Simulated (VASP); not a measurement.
## Ag: single point with PBEsol

Crystal: Ag.

```
CELL_PARAMETERS angstrom
-1.43670 1.43670 2.03149
1.43670 -1.43670 2.03149
1.43670 1.43670 -2.03149
ATOMIC_POSITIONS crystal
Ag 0.00000 0.00000 0.00000
```

This cell differs from its parent crystal: ratio of the length along z to the lengths across it x 1.414, volume and fractional coordinates fixed.

```yaml
Program: VASP 6.6.1
Task: single point
Functional: PBEsol
Potentials_or_basis: VASP PAW PBE potentials, release 64 (Ag)
Cutoff: 520 eV
k_mesh: 28 × 28 × 28
Occupations: gaussian, width 0.15 eV
Spin: no spin polarisation
Dipole_correction: no
Further_INCAR_settings: ALGO = Fast; EDIFF = 1e-07; NBANDS = 12
```

```yaml
Pressure: -1.1 GPa
```

Levels at points of the mesh, in eV from the Fermi level:
```
           k point  band 3  band 4  band 5  band 6  band 7  band 8  band 9  band 10
(0.00, 0.00, 0.00)   -4.87   -4.87   -3.79   -3.79   15.98   19.65   19.65    19.65
(0.50, 0.00, 0.00)   -4.89   -2.97   -2.97   -0.54    3.63   15.22   17.94    17.94
(0.50, 0.50, 0.00)   -3.00   -2.76   -2.76    1.48    6.80   10.65   10.65    17.32
(0.50, 0.50, 0.50)   -3.00   -2.76   -2.76    1.49    6.81   10.64   10.64    17.32
```

It took 2.9 min on 1 thread of Intel Xeon 6975P-C (shared host), peak memory 0.42 GiB.

Caveat: the PAW data sets were made with another functional, which shifts forces and pressure a little.
